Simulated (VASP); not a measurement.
# Si (R3) in VASP: further runs

Si is run at these levels: LDA; tasks: single point.

All numbers are computed with VASP 6.6.1; they aren't measurements. Logs are shortened: lines on timing, memory, paths and dates and some standing lists are left out, and cuts for length are marked.

## 1. The cell of the first run

The structure is trigonal, space group R3 (No. 146). The conventional cell has a = 9.288 Å, b = 9.288 Å, c = 5.688 Å, α = 90.00°, β = 90.00°, γ = 120.00°. Within 3.2 Å of Si (site symmetry 3) lie 5 Si at 2.34 to 3.16 Å. Within 3.1 Å of Si (site symmetry 1) lie 4 Si at 2.33 to 2.36 Å. Si (site symmetry 3) has 5 Si at 2.36 to 3.16 Å within 3.2 Å. Within 3.1 Å of Si (site symmetry 1) lie 4 Si at 2.33 to 2.36 Å.

## 2. Single point, LDA (atom 1 (Si) moved -0.200 Å towards its neighbour atom 5 (Si) at 2.326 Å)

The input, INCAR:

```
SYSTEM = Si
PREC = Accurate ; ENCUT = 520
EDIFF = 1E-7 ; ISMEAR = 0
SIGMA = 0.15 ; LREAL = .FALSE.
LASPH = .TRUE. ; NELM = 60
ALGO = Normal ; ISIF = 2
LWAVE = .FALSE. ; LCHARG = .TRUE.
LELF = .TRUE. ; LVHAR = .TRUE.
NBANDS = 26
```

The input, KPOINTS:

```
regular mesh
0
G
  8 8 8
  0 0 0
```

The input, POSCAR:

```
Si
1.0
   -3.2836945433      3.2836945433      3.2836945433
    3.2836945433     -3.2836945433      3.2836945433
    3.2836945433      3.2836945433     -3.2836945433
Si
8
Direct
    0.2396483842      0.2396483842      0.2396483842
    0.5000000000      0.0000000000      0.2955162915
    0.2955162915      0.5000000000      0.0000000000
    0.0000000000      0.2955162915      0.5000000000
    0.7955162915      0.7955162915      0.7955162915
    0.5000000000      0.0000000000      0.7044837085
    0.7044837085      0.5000000000      0.0000000000
    0.0000000000      0.7044837085      0.5000000000
```

Potentials or basis: VASP PAW LDA potentials, release 64 (Si).

The run is started by

```bash
$ cat potpaw_LDA.64/Si/POTCAR > POTCAR
$ mpirun -np 1 vasp_std > vasp.out
```

OUTCAR:

```text
SYSTEM = Si
   PREC = Accurate
   ENCUT = 520
   EDIFF = 1E-7
   ISMEAR = 0
   LREAL = .FALSE.
   LASPH = .TRUE.
   NELM = 60
   ISIF = 2

 ion  position               nearest neighbor table
   1  0.240  0.240  0.240-   2 2.34   3 2.34   4 2.34   5 2.53
   2  0.500  0.000  0.296-   6 2.33   1 2.34   4 2.36   3 2.36
   3  0.296  0.500  0.000-   7 2.33   1 2.34   2 2.36   4 2.36
   4  0.000  0.296  0.500-   8 2.33   1 2.34   2 2.36   3 2.36
   5  0.796  0.796  0.796-   6 2.36   7 2.36   8 2.36   1 2.53
   6  0.500  0.000  0.704-   2 2.33   8 2.36   7 2.36   5 2.36
   7  0.704  0.500  0.000-   3 2.33   5 2.36   8 2.36   6 2.36
   8  0.000  0.704  0.500-   4 2.33   6 2.36   5 2.36   7 2.36

  LATTYP: Found a body centered cubic cell.
 ALAT       =     6.5673890866

  Lattice vectors:

 A1 = (  -3.2836945433,   3.2836945433,   3.2836945433)
 A2 = (   3.2836945433,  -3.2836945433,   3.2836945433)
 A3 = (   3.2836945433,   3.2836945433,  -3.2836945433)

Analysis of symmetry for initial positions (statically):
=====================================================================
 Subroutine PRICEL returns:
 Original cell was already a primitive cell.

 Routine SETGRP: Setting up the symmetry group for a
 body centered cubic supercell.

 Subroutine GETGRP returns: Found  3 space group operations
 (whereof  3 operations were pure point group operations)
 out of a pool of 48 trial point group operations.

The static configuration has the point symmetry C_3 .

Analysis of symmetry for dynamics (positions and initial velocities):
=====================================================================
 Subroutine PRICEL returns:
 Original cell was already a primitive cell.

 Routine SETGRP: Setting up the symmetry group for a
 body centered cubic supercell.

 Subroutine GETGRP returns: Found  3 space group operations
 (whereof  3 operations were pure point group operations)
 out of a pool of 48 trial point group operations.

The dynamic configuration has the point symmetry C_3 .

 Subroutine INISYM returns: Found  3 space group operations
 (whereof  3 operations are pure point group operations),
 and found     1 'primitive' translations

----------------------------------------------------------------------------------------

                                     Primitive cell

  volume of cell :     141.6277

  direct lattice vectors                    reciprocal lattice vectors
    -3.283694543  3.283694543  3.283694543     0.000000000  0.152267513  0.152267513
     3.283694543 -3.283694543  3.283694543     0.152267513  0.000000000  0.152267513
     3.283694543  3.283694543 -3.283694543     0.152267513  0.152267513  0.000000000

  length of vectors
     5.687525786  5.687525786  5.687525786     0.215338781  0.215338781  0.215338781

  position of ions in fractional coordinates (direct lattice)
     0.239648384  0.239648384  0.239648384
     0.500000000  0.000000000  0.295516292
     0.295516292  0.500000000  0.000000000
     0.000000000  0.295516292  0.500000000
     0.795516292  0.795516292  0.795516292
     0.500000000  0.000000000  0.704483708
     0.704483708  0.500000000  0.000000000
     0.000000000  0.704483708  0.500000000

  ion indices of the primitive-cell ions
   primitive index   ion index
                 1           1
                 2           2
                 3           3
                 4           4
                 5           5
                 6           6
                 7           7
                 8           8

----------------------------------------------------------------------------------------

 KPOINTS: regular mesh

Automatic generation of k-mesh.
 Grid dimensions read from file:
 generate k-points for:    8    8    8

 Generating k-lattice:

  Cartesian coordinates                     Fractional coordinates (reciprocal lattice)
     0.000000000  0.019033439  0.019033439     0.125000000  0.000000000  0.000000000
     0.019033439  0.000000000  0.019033439     0.000000000  0.125000000  0.000000000
     0.019033439  0.019033439  0.000000000     0.000000000  0.000000000  0.125000000

  Length of vectors
     0.026917348  0.026917348  0.026917348

  Shift w.r.t. Gamma in fractional coordinates (k-lattice)
     0.000000000  0.000000000  0.000000000

 Subroutine IBZKPT returns following result:
 ===========================================

 Found     90 irreducible k-points:

 Following reciprocal coordinates:
            Coordinates               Weight
  0.000000  0.000000  0.000000      1.000000
  0.125000  0.000000  0.000000      6.000000
  0.125000  0.000000 -0.125000      6.000000
  0.250000  0.000000  0.000000      6.000000
  0.250000  0.000000 -0.250000      6.000000
  0.375000  0.000000  0.000000      6.000000
[... 16 lines left out ...]
  0.500000  0.000000 -0.375000      6.000000
  0.500000 -0.125000  0.000000      6.000000
 [... further k-points ...]
   k-points           NKPTS =     90   k-points in BZ     NKDIM =     90   number of bands    NBANDS=     26
   number of dos      NEDOS =    301   number of ions     NIONS =      8
   total plane-waves  NPLWV =  74088
   dimension x,y,z NGX =    42 NGY =   42 NGZ =   42
   dimension x,y,z NGXF=    84 NGYF=   84 NGZF=   84
   ions per type =               8
   NGX,Y,Z   is equivalent  to a cutoff of  12.28, 12.28, 12.28 a.u.
   NGXF,Y,Z  is equivalent  to a cutoff of  24.55, 24.55, 24.55 a.u.
 SYSTEM =  Si
   PREC   = accura    normal or accurate (medium, high low for compatibility)
   ISTART =      0    job   : 0-new  1-cont  2-samecut
   ICHARG =      2    charge: 1-file 2-atom 10-const
   ISPIN  =      1    spin polarized calculation?
   LNONCOLLINEAR =      F non collinear calculations
   LSORBIT =      F    spin-orbit coupling
   LASPH  =      T    aspherical Exc in radial PAW
   ENCUT  =  520.0 eV  38.22 Ry    6.18 a.u.  10.58 10.58 10.58*2*pi/ulx,y,z
   NELM   =     60;   NELMIN=  2; NELMDL= -5     # of ELM steps
   EDIFF  = 0.1E-06   stopping-criterion for ELM
   LREAL  =      F    real-space projection
   EDIFFG = 0.1E-05   stopping-criterion for IOM
   NSW    =      0    number of steps for IOM
   IBRION =     -1    ionic relax: 0-MD 1-quasi-New 2-CG
   NFREE  =      0    steps in history (QN), initial steepest desc. (CG)
   ISIF   =      2    stress and relaxation
   ISYM   =      2    0-nonsym 1-usesym 2-fastsym
   POTIM  = 0.5000    time-step for ionic-motion
   TEBEG  =    0.0;   TEEND  =   0.0 temperature during run
   PSTRESS=    0.0 pullay stress
   NELECT =      32.0000    total number of electrons
   NUPDOWN=      -1.0000    fix difference up-down
   EMIN   =  10.00;   EMAX   =-10.00  energy-range for DOS
   EFERMI =   0.00;   METHOD = LEGACY
   ISMEAR =     0;   SIGMA  =   0.15  broadening in eV -4-tet -1-fermi 0-gaus
   EFERMI_NEDOS =   21; number of points for ismear=-14 and -15
   IALGO  =     38    algorithm
   IMIX   =      4    mixing-type and parameters
     AMIX     =   0.40;   BMIX     =  1.00
     AMIX_MAG =   1.60;   BMIX_MAG =  1.00
  volume/ion in A,a.u.               =      17.70       119.47
  Fermi-wavevector in a.u.,A,eV,Ry     =   0.997108  1.884260 13.527236  0.994224
  Thomas-Fermi vector in A             =   2.129242
   LORBIT       =      0    0 simple, 1 ext, 2 COOP (PROOUT), +10 PAW based schemes
   GGA     = CA    functional components
   LHFCALC =     F    Hartree Fock is set to
   AEXX    =    0.0000 exact exchange contribution
   IVDW    =     0    specifies the selected vdW correction
   LEPSILON=     F    determine dielectric tensor
   LRPA    =     F    only Hartree local field effects (RPA)
 non-spin polarized calculation
 Gauss-broadening in eV      SIGMA  =   0.15
  energy-cutoff  :      520.00
  volume of cell :      141.63
 maximum number of plane-waves:      3884
   NGX = 21   NGY = 21   NGZ = 21

 number of electron      32.0000002 magnetization

 Free energy of the ion-electron system (eV)
  ---------------------------------------------------
  ext. energy  EPLUGINS =         0.00000000
  ---------------------------------------------------
  free energy    TOTEN  =       -46.59142083 eV

  energy without entropy =      -46.57824552  energy(sigma->0) =      -46.58483318

 E-fermi :   7.3272     XC(G=0): -10.2363

 val. band max:        7.1967239218   @ k =   0.5000   0.5000   0.3750
 cond. band min:       7.3375453930   @ k =  -0.3750  -0.3750   0.1250
 fundamental gap:      0.1408214712
 Fermi energy:         7.3271636093

 k-point     1 :       0.0000    0.0000    0.0000
  band No.  band energies     occupation
      1      -5.4834      2.00000
      2      -1.0311      2.00000
      3      -0.6402      2.00000
      4      -0.6402      2.00000
      5      -0.3040      2.00000
      6       0.8118      2.00000
[... 18 lines left out ...]
     25      12.7638      0.00000
     26      13.1923      0.00000

 k-point     2 :       0.1250    0.0000    0.0000
  band No.  band energies     occupation
      1      -5.3854      2.00000
      2      -1.3164      2.00000
      3      -1.0283      2.00000
      4      -0.7996      2.00000
      5      -0.2980      2.00000
      6       0.6719      2.00000
[... 18 lines left out ...]
     25      12.7178      0.00000
     26      12.9036      0.00000

 k-point     3 :       0.1250    0.0000   -0.1250
  band No.  band energies     occupation
      1      -5.3850      2.00000
      2      -1.3550      2.00000
      3      -0.9841      2.00000
      4      -0.7101      2.00000
      5      -0.4422      2.00000
      6       0.6921      2.00000
[... 572 lines left out ...]
 k-point    23 :       0.5000    0.0000   -0.3750
  band No.  band energies     occupation
      1      -4.2238      2.00000
      2      -3.4724      2.00000
      3      -2.1421      2.00000
      4      -1.5150      2.00000
      5      -0.0140      2.00000
      6       0.4611      2.00000
[... 18 lines left out ...]
     25      11.8558      0.00000
     26      12.3555      0.00000

 k-point    24 :       0.5000   -0.1250    0.0000
  band No.  band energies     occupation
      1      -4.2344      2.00000
      2      -3.4678      2.00000
      3      -2.1162      2.00000
      4      -1.5044      2.00000
      5      -0.0798      2.00000
      6       0.5337      2.00000
[... 18 lines left out ...]
     25      11.9093      0.00000
     26      12.3266      0.00000

 [... further k-points ...]

------------------------ aborting loop because EDIFF is reached ----------------------------------------

  FORCE on cell =-STRESS in cart. coord.  units (eV):
  Direction    XX          YY          ZZ          XY          YZ          ZX
  --------------------------------------------------------------------------------------
  -------------------------------------------------------------------------------------
  Total       -0.6033196     -0.6033196     -0.6033196     -0.9424394     -0.9424394     -0.9424394
  in kB       -6.8251114     -6.8251114     -6.8251114    -10.6614373    -10.6614373    -10.6614373
  external PRESSURE =      -6.8251114 kB  Pullay stress =       0.0000000 kB

 VOLUME and BASIS-vectors are now :
 -----------------------------------------------------------------------------
  energy-cutoff  :      520.00
  volume of cell :      141.63
      direct lattice vectors                 reciprocal lattice vectors
    -3.283694543  3.283694543  3.283694543     0.000000000  0.152267513  0.152267513
     3.283694543 -3.283694543  3.283694543     0.152267513  0.000000000  0.152267513
     3.283694543  3.283694543 -3.283694543     0.152267513  0.152267513  0.000000000

 POSITION                                       TOTAL-FORCE (eV/Angst)
 -----------------------------------------------------------------------------------
      0.78693      0.78693      0.78693        -0.524151     -0.524151     -0.524151
     -0.67146      2.61223      0.67146        -0.122111      0.092440      0.045978
      0.67146     -0.67146      2.61223         0.045978     -0.122111      0.092440
      2.61223      0.67146     -0.67146         0.092440      0.045978     -0.122111
      2.61223      2.61223      2.61223         0.351088      0.351088      0.351088
      0.67146      3.95516     -0.67146         0.041338      0.076371      0.039046
     -0.67146      0.67146      3.95516         0.039046      0.041338      0.076371
      3.95516     -0.67146      0.67146         0.076371      0.039046      0.041338
 -----------------------------------------------------------------------------------
    total drift:                                0.000004      0.000004      0.000004

  FREE ENERGIE OF THE ION-ELECTRON SYSTEM (eV)
  ---------------------------------------------------
  free  energy   TOTEN  =       -46.5914208332 eV

  energy  without entropy=      -46.5782455235  energy(sigma->0) =      -46.58483318
```

Wall time 7.1 min (1 thread of Intel Xeon 8259CL, shared host); peak memory 0.36 GiB.

What came out:

```yaml
Free_energy: -46.5914 eV
Pressure: -0.7 GPa
Largest_force: 0.908 eV/Å
Band_gap_on_the_k_mesh: zero (bands 16 and 17 overlap by 0.26 eV)
```

Forces in eV/Å, atoms in the order of the input:
```
Si  -0.524 -0.524 -0.524
Si  -0.122  0.092  0.046
Si   0.046 -0.122  0.092
Si   0.092  0.046 -0.122
Si   0.351  0.351  0.351
Si   0.041  0.076  0.039
Si   0.039  0.041  0.076
Si   0.076  0.039  0.041
```

Stress tensor (GPa, compression positive):
```
-0.68 -1.07 -1.07
-1.07 -0.68 -1.07
-1.07 -1.07 -0.68
```

Levels at points of the mesh, in eV from the Fermi level:
```tsv
k point	band 12	band 13	band 14	band 15	band 16	band 17	band 18	band 19	band 20	band 21
(0.00, 0.00, 0.00)	-4.15	-4.15	-1.45	-1.45	-0.68	1.77	1.88	1.88	3.84	3.84
(0.50, 0.00, 0.00)	-2.59	-1.99	-1.98	-1.29	-1.06	0.14	0.40	1.97	2.09	2.13
(0.50, 0.00, 0.50)	-2.54	-2.15	-1.97	-1.33	-1.26	0.35	0.51	1.98	2.10	2.17
(0.50, 0.50, 0.50)	-2.68	-2.57	-0.80	0.27	0.27	0.67	2.69	2.91	2.91	3.03
```

Caveat: the cell differs from its parent crystal (atom 1 (Si) moved -0.200 Å towards its neighbour atom 5 (Si) at 2.326 Å); semilocal functionals underestimate gaps, and a narrow one can read as zero.

## 3. Single point, LDA (atom 1 (Si) moved +0.200 Å towards its neighbour atom 5 (Si) at 2.326 Å)

The input, INCAR:

```
SYSTEM = Si
  PREC = Accurate
  ENCUT = 520
  EDIFF = 1E-6
  ISMEAR = 0
  SIGMA = 0.15
  LREAL = .FALSE.
  LASPH = .TRUE.
  NELM = 60
  ALGO = Normal
  ISIF = 2
  LWAVE = .FALSE.
  LCHARG = .FALSE.
  GGA = CA
  NBANDS = 26
```

The input, KPOINTS:

```
Automatic mesh
0
G
  8 8 8
  0 0 0
```

POSCAR, as its differences from that of step 2:

```diff
@@ -8,3 +8,3 @@
 Direct
-    0.2396483842      0.2396483842      0.2396483842
+    0.1693190328      0.1693190328      0.1693190328
     0.5000000000      0.0000000000      0.2955162915
```

Potentials or basis: VASP PAW LDA potentials, release 64 (Si).

The run is started by

```bash
$ cat potpaw_LDA.64/Si/POTCAR > POTCAR
$ mpirun -np 1 vasp_std > vasp.out
```

Wall time 8.1 min (1 thread of Intel Xeon 8259CL, shared host); peak memory 0.35 GiB.

It converged, with:

```
Free energy            : -46.4548 eV
Pressure               : 1.5 GPa
Largest force          : 2.932 eV/Å
Band gap on the k mesh : zero (bands 16 and 17 overlap by 0.24 eV)
```

Forces in eV/Å, atoms in the order of the input:
```
Si   1.693  1.693  1.693
Si   0.120 -0.244 -0.098
Si  -0.098  0.120 -0.244
Si  -0.244 -0.098  0.120
Si  -1.364 -1.364 -1.364
Si  -0.003 -0.070 -0.035
Si  -0.035 -0.003 -0.070
Si  -0.070 -0.035 -0.003
```

Stress tensor (GPa, compression positive):
```
1.54 2.07 2.07
2.07 1.54 2.07
2.07 2.07 1.54
```

Levels at points of the mesh, in eV from the Fermi level:
```tsv
k point	band 14	band 15	band 16	band 17	band 18	band 19
(0.00, 0.00, 0.00)	-1.42	-1.42	-0.96	1.52	1.52	1.69
(0.50, 0.00, 0.00)	-2.31	-1.42	-1.32	0.34	0.50	1.94
(0.50, 0.00, 0.50)	-2.12	-1.35	-1.29	0.20	0.40	2.00
(0.50, 0.50, 0.50)	-0.52	-0.11	0.26	0.26	2.82	2.88
```

Caveat: the cell differs from its parent crystal (atom 1 (Si) moved +0.200 Å towards its neighbour atom 5 (Si) at 2.326 Å); semilocal functionals underestimate gaps, and a narrow one can read as zero; forces of over 1 eV/Å act on the atoms, so gaps and moduli don't describe the material at rest.

The gap in the log of VASP goes by the Fermi energy; the results here count the filled bands.